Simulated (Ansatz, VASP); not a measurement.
**One calculation of KBr, two programs**

```
CELL_PARAMETERS angstrom
0.00000 3.29250 3.29250
3.29250 0.00000 3.29250
3.29250 3.29250 0.00000
ATOMIC_POSITIONS crystal
K 0.00000 0.00000 0.00000
Br 0.55369 0.50000 0.50000
```

Change from the starting cell: all Br atoms moved -0.250 Å, as atom 2 towards its neighbour atom 2 (Br) at 4.656 Å.

Alike in both runs: task single point; functional PBE; k mesh 6 × 6 × 6; occupations gaussian, width 0.05 eV; no spin polarisation.

```csv
,VASP,Ansatz
version,VASP 6.6.1,Ansatz 0.2.0
potentials or method,"VASP PAW PBE potentials, release 64 (K_sv, Br), cutoff 520 eV","scalar-relativistic, plane waves, PAW"
valence electrons in the cell,16,16
```

VASP gave:

```
gap on the k mesh at the Fermi level (eV)                     : 4.47
least direct gap on the mesh (eV)                             : 4.47
pressure (GPa)                                                : 1.2
traceless stress, the component that is largest in VASP (GPa) : -0.45
rms of the force components (eV/Å)                            : 0.193
```

Task: Estimate Ansatz's values.

Result: gap on the k mesh at the Fermi level (eV): 4.47; least direct gap on the mesh (eV): 4.47; pressure (GPa): 1.2; traceless stress, the component that is largest in VASP (GPa): -0.45; rms of the force components (eV/Å): 0.191.

Atom by atom the forces differ by 0.003 eV/Å (rms over components).
